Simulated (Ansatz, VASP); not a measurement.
## PtSe2: VASP beside Ansatz

```xyz
3
Lattice="3.7240 0.0000 0.0000 -1.8620 3.2251 0.0000 0.0000 0.0000 5.0620" Properties=species:S:1:pos:R:3 pbc="T T T"
Pt    0.0000    0.0000    0.0000
Se    0.0000    2.1501    1.2655
Se    1.8620    1.0750    3.7965
```

Alike in both runs: task relaxation of cell and atoms; functional PBE; dispersion D3(BJ); k mesh 9 × 9 × 6; no spin polarisation.

```csv
,VASP,Ansatz
version,VASP 6.6.1,Ansatz 0.2.0
potentials or method,"VASP PAW PBE potentials, release 64 (Pt, Se), cutoff 600 eV","plane waves, PAW"
occupations,"methfessel-paxton of order 1, width 0.05 eV","cold, width 0.05 eV"
valence electrons in the cell,22,50
```

```csv
,VASP,Ansatz,Ansatz less VASP
relaxed volume (Å³/atom),19.77,19.82,+0.050
relaxed length of the cell vector where the two differ most in proportion (Å),4.813,4.831,+0.0184
```

VASP's potentials hold 22 valence electrons a cell and Ansatz's 50, so a difference there can come from the potentials and not from the codes.

Neither program's run includes spin-orbit coupling.
